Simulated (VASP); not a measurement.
**Si4F: single point with PBE**

Crystal: Si4F.

```xyz
5
Lattice="4.8905 0.0000 0.0000 -2.4453 4.2353 0.0000 0.0000 0.0000 5.7642" Properties=species:S:1:pos:R:3 pbc="T T T"
Si    2.4453    0.0000    0.2775
Si   -1.2226    2.1177    0.2775
Si    1.2226    2.1177    0.2775
Si    0.0000    0.0000    5.0719
F     0.0000    0.0000    3.4450
```

The cell was generated, and may not be a known phase.

```
Program                : VASP 6.6.1
Task                   : single point
Functional             : PBE
Potentials or basis    : VASP PAW PBE potentials, release 64 (Si, F_h)
Cutoff                 : 1350 eV
k mesh                 : 6 × 6 × 4
Occupations            : gaussian, width 0.1 eV
Spin                   : no spin polarisation
Dipole correction      : no
Further INCAR settings : ALGO = Normal; EDIFF = 1e-06; NBANDS = 20
```

```json
{"Pressure": "0.0 GPa", "Largest force": "0.106 eV/Å", "Band gap on the k mesh": "zero (an odd number of electrons rules out a gap without spin polarisation)"}
```

Forces on the atoms (eV/Å):
```
Si   0.000  0.000 -0.001
Si   0.000  0.000 -0.001
Si   0.000  0.000 -0.001
Si   0.000  0.000  0.106
F    0.000  0.000 -0.102
```

Stress tensor (GPa, compression positive):
```
-0.13  0.00  0.00
 0.00 -0.13  0.00
 0.00  0.00  0.24
```

Levels at points of the mesh, in eV from the Fermi level:
```
           k point  band 9  band 10  band 11  band 12  band 13  band 14  band 15  band 16
(0.00, 0.00, 0.00)   -4.34    -4.24    -4.24    -2.41     2.13     2.64     2.64     3.55
(0.50, 0.00, 0.00)   -2.44    -1.27     0.61     0.76     0.88     1.27     2.43     3.10
(0.00, 0.00, 0.50)   -4.47    -4.23    -4.23    -2.48     2.44     2.44     3.69     3.69
(0.50, 0.00, 0.50)   -2.40    -1.71     0.62     0.80     0.82     1.20     2.39     3.00
```

Run time: 2.2 min on 1 thread of Intel(R) Xeon(R) Platinum 8559C (Emerald Rapids) (shared host), peak memory 0.62 GiB.

Caveat: an odd number of electrons without spin polarisation forces a metal; a magnetic or distorted state may lie lower.
